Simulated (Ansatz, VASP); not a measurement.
# Two plane-wave programs on CdF2

Contents of INCAR:

```
  PREC = Accurate
  ENCUT = 520
  EDIFF = 1E-8
  ISMEAR = -1
  SIGMA = 0.05
  LREAL = F
  LASPH = T
  NELM = 100
  ALGO = Normal
  ISIF = 2
  LWAVE = F
  LCHARG = F
  GGA = PE
  LEFG = T
  NBANDS = 20
```

Contents of KPOINTS:

```
regular mesh
0
Gamma
  11 11 11
```

File POSCAR:

```
CdF2
1.0
    0.0000000000      2.7407197206      2.7407197206
    2.7407197206      0.0000000000      2.7407197206
    2.7407197206      2.7407197206      0.0000000000
Cd F
1 2
Direct
    0.0210656345      0.0210656345      0.0210656345
    0.2500000000      0.2500000000      0.2500000000
    0.7500000000      0.7500000000      0.7500000000
```

Input for Ansatz:

```yaml
crystal:
  lattice:
    - [0.0, 2.7407197206, 2.7407197206]
    - [2.7407197206, 0.0, 2.7407197206]
    - [2.7407197206, 2.7407197206, 0.0]
  atoms:
    - { symbol: Cd, position: [0.0210656345, 0.0210656345, 0.0210656345] }
    - { symbol: F, position: [0.25, 0.25, 0.25] }
    - { symbol: F, position: [0.75, 0.75, 0.75] }
kpoints:
  mp_grid: { grid: [11, 11, 11] }
scf:
  occupations: { method: fermi_dirac, width: 0.05 }
hamiltonian:
  xc: pbe
  pseudopotentials: { kind: paw }
output:
  forces: true
  stress: true
  eigenvalues: true
  efg: { contact_densities: true }
```

Alike in both runs: task electric field gradients; functional PBE; k mesh 11 × 11 × 11; occupations fermi-dirac, width 0.05 eV; no spin polarisation.

|  | VASP | Ansatz |
| --- | --- | --- |
| version | VASP 6.6.1 | Ansatz 0.2.0 |
| potentials or method | VASP PAW PBE potentials, release 64 (Cd, F) | PAW with Ansatz's default frozen-core files, scalar-relativistic |
| plane-wave cutoff (eV) | 520 | 420 |
| valence electrons in the cell | 26 | 34 |

|  | VASP | Ansatz | Ansatz less VASP |
| --- | --- | --- | --- |
| gap on the k mesh at the Fermi level (eV) | 2.95 | 2.98 | +0.033 |
| pressure (GPa) | 2.5 | 1.9 | -0.64 |
| traceless stress, the component that is largest in VASP (GPa) | 1.28 | 1.17 | -0.112 |
| rms of the force components (eV/Å) | 0.453 | 0.408 | -0.0452 |
| size of Vzz on the site where it differs most (V/Å²) | 17.4 | 16.2 | -1.26 |

Atom by atom the forces differ by 0.045 eV/Å (rms over components). VASP's potentials hold 26 valence electrons a cell and Ansatz's 34, so a difference there can come from the potentials and not from the codes.
